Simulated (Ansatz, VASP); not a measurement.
# One calculation of MnSb, two programs

```
Sb Mn
1.0
     0.00000    2.79502    2.79502
     2.79502    0.00000    2.79502
     2.79502    2.79502    0.00000
Sb Mn
1 1
Direct
  0.50000 0.50000 0.50000
  0.00000 0.00000 0.00000
```

Alike in both runs: task single point; functional PBE; k mesh 7 × 7 × 7; occupations fermi-dirac, width 0.05 eV; collinear spin; fixed moment 3 μB.

|  | VASP | Ansatz |
| --- | --- | --- |
| version | VASP 6.6.1 | Ansatz 0.2.0 |
| potentials or method | VASP PAW PBE potentials, release 64 (Sb, Mn_pv) | Ansatz PAW |
| plane-wave cutoff (eV) | 520 | 420 |
| valence electrons in the cell | 18 | 30 |

Ansatz gave:

```
pressure (GPa)                                                : -4.9
net moment per atom (μB)                                      : 1.50
size of the moment on the site where the two differ most (μB) : 3.26
```

**Question.** Which values does VASP return?

**Answer.** Pressure (GPa): -4.9; net moment per atom (μB): 1.50; size of the moment on the site where the two differ most (μB): 3.23.

Site moments also hang on the region over which each program counts them. The functional is the same, so the differences come from potentials, cutoffs and numerics. VASP's potentials hold 18 valence electrons a cell and Ansatz's 30, so a difference there can come from the potentials and not from the codes.

Neither program's run includes spin-orbit coupling.
